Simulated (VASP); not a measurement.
Wanted: the native input for a VASP 6.6.1 run.

| Quantity | Value |
| --- | --- |
| Task | single point |
| Functional | PBEsol |
| Potentials or basis | VASP PAW PBE potentials, release 64 (Cu, O) |
| Cutoff | 520 eV |
| k mesh | 18 × 18 × 10 |
| Occupations | gaussian, width 0.1 eV |
| Spin | no spin polarisation |
| Dipole correction | no |
| Further INCAR settings | ALGO = Normal; EDIFF = 1e-07; NBANDS = 25 |

The structure of CuO lies in POSCAR:

```
CuO
1.0
    1.9909680000     -2.1535500000      0.0000000000
    1.9909680000      2.1535500000      0.0000000000
    0.0000000000      0.0000000000      5.1559280000
Cu O
2 2
Direct
    0.0000000000      0.5000000000      0.0000000000
    0.5000000000      0.0000000000      0.5000000000
    0.5000000000      0.5000000000      0.2500000000
    0.5000000000      0.5000000000      0.7500000000
```

One way to write it, as run:

INCAR

```
SYSTEM = CuO
PREC     = Accurate       ! precision mode
ENCUT    = 520            ! plane-wave cutoff, eV
EDIFF    = 1E-7           ! SCF threshold, eV
ISMEAR   = 0              ! smearing method
SIGMA    = 0.1            ! smearing width, eV
LREAL    = .FALSE.        ! projectors in reciprocal space
LASPH    = .TRUE.         ! aspherical terms in the spheres
NELM     = 100            ! most SCF steps
ALGO     = Normal         ! electronic algorithm
ISIF     = 2              ! what is computed and relaxed
LWAVE    = .FALSE.        ! write WAVECAR
LCHARG   = .FALSE.        ! write CHGCAR
GGA      = PS             ! functional
NBANDS   = 25             ! bands
```

KPOINTS

```
regular mesh
0
G
  18 18 10
  0 0 0
```

Potentials or basis: VASP PAW PBE potentials, release 64 (Cu, O).

The run is started by

```console
$ cat potpaw_PBE.64/Cu/POTCAR potpaw_PBE.64/O/POTCAR > POTCAR
$ mpirun -np 1 vasp_std > vasp.out
```

Results of the run:

- Pressure: -5.4 GPa
- Band gap on the k mesh: zero (band 17 reaches 5.32 eV, above the bottom of band 18 at 4.22 eV)

Caveat: the PAW data sets were made with another functional, which shifts forces and pressure a little; semilocal functionals often make such compounds metallic where correlation or magnetic order opens a gap, which also shifts bond lengths.

It took 3.8 min on 1 thread of Intel(R) Xeon(R) 6975P-C (Granite Rapids), on a shared host, peak memory 0.56 GiB.
